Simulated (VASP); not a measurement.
## InPd: single point with PBE

InPd:

```
CELL_PARAMETERS angstrom
4.79859 0.00000 0.00000
0.00000 3.13894 0.00000
0.00000 0.00000 4.80207
ATOMIC_POSITIONS crystal
In 0.75000 0.00000 0.74778
In 0.25000 0.00000 0.25222
Pd 0.75000 0.50000 0.24707
Pd 0.25000 0.50000 0.75293
```

```json
{"Program": "VASP 6.6.1", "Task": "single point", "Functional": "PBE", "Potentials or basis": "VASP PAW PBE potentials, release 64 (In_d, Pd)", "Cutoff": "500 eV", "k mesh": "4 × 6 × 4", "Occupations": "gaussian, width 0.1 eV", "Spin": "no spin polarisation"}
```

```json
{"Pressure": "-0.1 GPa", "Largest force": "0.007 eV/Å", "Band gap on the k mesh": "zero (bands 23 and 24 overlap by 3.21 eV)"}
```

Forces on the atoms (eV/Å):
```
In   0.000  0.000  0.006
In   0.000  0.000 -0.006
Pd   0.000  0.000  0.007
Pd   0.000  0.000 -0.007
```

Stress tensor (GPa, compression positive):
```
-0.20  0.00  0.00
 0.00  0.20  0.00
 0.00  0.00 -0.25
```

Levels at points of the mesh, in eV from the Fermi level:
| k point | band 19 | band 20 | band 21 | band 22 | band 23 | band 24 | band 25 | band 26 | band 27 | band 28 |
| --- | --- | --- | --- | --- | --- | --- | --- | --- | --- | --- |
| (0.00, 0.00, 0.00) | -2.50 | -2.39 | -2.20 | -2.20 | -1.88 | 0.92 | 1.78 | 3.39 | 3.39 | 5.59 |
| (0.50, 0.00, 0.00) | -2.59 | -2.59 | -2.36 | -2.36 | 0.71 | 0.71 | 1.54 | 1.54 | 8.25 | 8.25 |
| (0.00, 0.50, 0.00) | -2.46 | -1.82 | -1.57 | -0.68 | -0.24 | 3.57 | 3.66 | 3.71 | 3.72 | 4.46 |
| (0.50, 0.50, 0.00) | -2.53 | -2.53 | -1.29 | -1.29 | -0.48 | -0.48 | 3.50 | 3.50 | 5.39 | 5.39 |
| (0.00, 0.00, 0.50) | -2.59 | -2.59 | -2.37 | -2.35 | 0.69 | 0.74 | 1.50 | 1.58 | 8.21 | 8.24 |
| (0.50, 0.00, 0.50) | -2.90 | -2.90 | -2.26 | -2.26 | -1.42 | -1.42 | 8.42 | 8.42 | 9.15 | 9.15 |
| (0.00, 0.50, 0.50) | -2.54 | -2.52 | -1.32 | -1.27 | -0.50 | -0.47 | 3.50 | 3.50 | 5.32 | 5.48 |
| (0.50, 0.50, 0.50) | -2.36 | -2.36 | -1.93 | -1.93 | -1.67 | -1.67 | 1.34 | 1.34 | 2.62 | 2.62 |

It took 56 s on 1 thread of Intel(R) Xeon(R) Platinum 8259CL CPU @ 2.50GHz (Skylake/Cascade Lake) (shared host), peak memory 0.22 GiB.

Caveat: spin-orbit coupling is left out, which moves the levels of the heavy elements.
